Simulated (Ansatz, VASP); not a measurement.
**CaO in VASP and in Ansatz**

The input INCAR:

```
PREC = Accurate
ENCUT = 600
EDIFF = 1E-6
ISMEAR = 0
SIGMA = 0.1
LREAL = F
LASPH = T
NELM = 120
ALGO = Normal
ISIF = 2
LWAVE = F
LCHARG = F
GGA = PS
IVDW = 13
NBANDS = 15
GGA_COMPAT = F
```

File KPOINTS:

```
Automatic mesh
0
Gamma
  6 6 6
```

POSCAR

```
CaO
1.0
    0.0000000000      2.3900000000      2.3900000000
    2.3900000000      0.0000000000      2.3900000000
    2.3900000000      2.3900000000      0.0000000000
Ca O
1 1
Direct
    0.0000000000      0.0000000000      0.0000000000
    0.5000000000      0.5000000000      0.5000000000
```

Input for Ansatz:

```yaml
crystal:
  lattice:
    - [0.0, 2.39, 2.39]
    - [2.39, 0.0, 2.39]
    - [2.39, 2.39, 0.0]
  atoms:
    - { symbol: Ca, position: [0.0, 0.0, 0.0] }
    - { symbol: O, position: [0.5, 0.5, 0.5] }
basis:
  ecutwfc: 550.0
kpoints:
  mp_grid: { grid: [6, 6, 6] }
hamiltonian:
  xc: pbesol
  dispersion: d4
  pseudopotentials: { kind: paw, azcp: { folder: soft_1 } }
scf:
  occupations: { method: gaussian, width: 0.1 }
output:
  forces: true
  stress: true
  eigenvalues: true
```

Alike in both runs: task single point; functional PBEsol; dispersion D4; k mesh 6 × 6 × 6; occupations gaussian, width 0.1 eV; no spin polarisation.

```csv
,VASP,Ansatz
version,VASP 6.6.1,Ansatz 0.2.0
potentials or method,"VASP PAW PBE potentials, release 64 (Ca_sv, O), cutoff 600 eV","scalar-relativistic, plane waves, PAW"
valence electrons in the cell,16,16
```

```csv
,VASP,Ansatz,Ansatz less VASP
gap on the k mesh at the Fermi level (eV),3.53,3.55,+0.021
least direct gap on the mesh (eV),3.90,3.92,+0.020
pressure (GPa),-1.6,-2.2,-0.53
```

VASP's potentials were made for PBE, not for PBEsol, and Ansatz warns of the same on its side.
